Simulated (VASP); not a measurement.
A run of VASP 6.6.1 is set up as follows.

INCAR

```
PREC     = Accurate       # precision mode
ENCUT    = 520            # plane-wave cutoff, eV
EDIFF    = 1E-7           # SCF threshold, eV
ISMEAR   = -1             # smearing method
SIGMA    = 0.1            # smearing width, eV
LREAL    = F              # projectors in reciprocal space
LASPH    = T              # aspherical terms in the spheres
NELM     = 80             # most SCF steps
ALGO     = Normal         # electronic algorithm
ISIF     = 2              # what is computed and relaxed
LWAVE    = F              # write WAVECAR
LCHARG   = F              # write CHGCAR
GGA      = PE             # functional
NBANDS   = 11             # bands
```

The input KPOINTS:

```
Automatic mesh
0
Gamma
  19 19 19
```

The input POSCAR:

```
Pd
1.0
    0.0000000000      1.9730522003      1.9730522003
    1.9730522003      0.0000000000      1.9730522003
    1.9730522003      1.9730522003      0.0000000000
Pd
1
Direct
    0.0000000000      0.0000000000      0.0000000000
```

Potentials or basis: VASP PAW PBE potentials, release 64 (Pd).

Run with:

```console
$ cat potpaw_PBE.64/Pd/POTCAR > POTCAR
$ mpirun -np 1 vasp_std > vasp.out
```

Task: What does it give for the band gap on the k mesh?

Result: Zero (bands 5 and 6 overlap by 1.46 eV).

Task: Predict the pressure.

Result: -0.3 GPa.
